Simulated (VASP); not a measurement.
Input of a VASP 6.6.1 run:

INCAR

```
SYSTEM = BaHg
  ALGO = Normal
  EDIFF = 1E-6
  ENCUT = 500
  GGA_COMPAT = .FALSE.
  ISIF = 2
  ISMEAR = -1
  LASPH = .TRUE.
  LCHARG = .FALSE.
  LREAL = .FALSE.
  LWAVE = .FALSE.
  NBANDS = 18
  NELM = 120
  PREC = Accurate
  SIGMA = 0.3
```

File KPOINTS:

```
k-points
0
G
  3 3 3
  0 0 0
```

Contents of POSCAR:

```
BaHg
1.0
    4.1787600000      0.0000000000      0.0000000000
    0.0000000000      4.1787600000      0.0000000000
    0.0000000000      0.0000000000      4.1787600000
Ba Hg
1 1
Direct
    0.0000000000      0.0000000000      0.0000000000
    0.5000000000      0.5000000000      0.5000000000
```

Potentials or basis: VASP PAW LDA potentials, release 64 (Ba_sv, Hg).

Launch:

```sh
$ cat potpaw_LDA.64/Ba_sv/POTCAR potpaw_LDA.64/Hg/POTCAR > POTCAR
$ mpirun -np 1 vasp_std > vasp.out
```

**Question.** What does it give for the band gap on the k mesh?

**Answer.** Zero (bands 11 and 12 overlap by 1.18 eV).

**Question.** What does it give for the pressure?

**Answer.** -2.6 GPa.

Caveat: the k points lie up to 0.50 Å⁻¹ apart, too coarse for converged energies and pressures of a metal; so wide a smearing shifts energies and pressures; spin-orbit coupling is left out, which moves the levels of the heavy elements.
